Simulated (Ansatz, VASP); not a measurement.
## One calculation of Co, two programs

INCAR

```
SYSTEM = Co
PREC = Accurate ; ENCUT = 520
EDIFF = 1E-7 ; ISMEAR = -1
SIGMA = 0.1 ; LREAL = .FALSE.
LASPH = .TRUE. ; NELM = 150
ALGO = Normal ; ISIF = 2
LWAVE = .FALSE. ; LCHARG = .TRUE.
ISPIN = 2 ; MAGMOM = 1.7 1.7
LORBIT = 11 ; LMAXMIX = 4
GGA = PE ; LELF = .TRUE.
LVHAR = .TRUE. ; NBANDS = 20
```

File KPOINTS:

```
regular mesh
0
G
  15 15 8
  0 0 0
```

The input POSCAR:

```
Co
1.0
    1.2465198990     -2.1590357976      0.0000000000
    1.2465198990      2.1590357976      0.0000000000
    0.0000000000      0.0000000000      4.0369295266
Co
2
Direct
    0.6666666670      0.3333333330      0.2500000000
    0.3333333330      0.6666666670      0.7500000000
```

Input for Ansatz:

```yaml
crystal:
  lattice:
    - [1.246519899, -2.1590357976, 0.0]
    - [1.246519899, 2.1590357976, 0.0]
    - [0.0, 0.0, 4.0369295266]
  atoms:
    - { symbol: Co, position: [0.666666667, 0.333333333, 0.25], spin: 1.7 }
    - { symbol: Co, position: [0.333333333, 0.666666667, 0.75], spin: 1.7 }
magnetization:
  spin_polarized: true
kpoints:
  mp_grid: { grid: [15, 15, 8] }
scf:
  occupations: { method: fermi_dirac, width: 0.1 }
hamiltonian:
  xc: pbe
  pseudopotentials: { kind: all_electron, lapw: { basis_error: 0.001 } }
output:
  forces: true
  stress: true
  eigenvalues: true
```

Alike in both runs: task single point; functional PBE; k mesh 15 × 15 × 8; occupations fermi-dirac, width 0.1 eV; collinear spin.

|  | VASP | Ansatz |
| --- | --- | --- |
| version | VASP 6.6.1 | Ansatz 0.2.0 |
| potentials or method | VASP PAW PBE potentials, release 64 (Co), cutoff 520 eV | all-electron LAPW, scalar-relativistic |

Ansatz gave:

- pressure (GPa): 0.1
- traceless stress, the component that is largest in VASP (GPa): -0.02
- net moment per atom (μB): 1.62
- size of the moment on the site where the two differ most (μB): 1.68

Question: Which values does VASP return?

Answer: Pressure (GPa): -0.5; traceless stress, the component that is largest in VASP (GPa): -0.15; net moment per atom (μB): 1.61; size of the moment on the site where the two differ most (μB): 1.63.

Site moments also hang on the region over which each program counts them. Ansatz ran all-electron here, and VASP with PAW potentials.
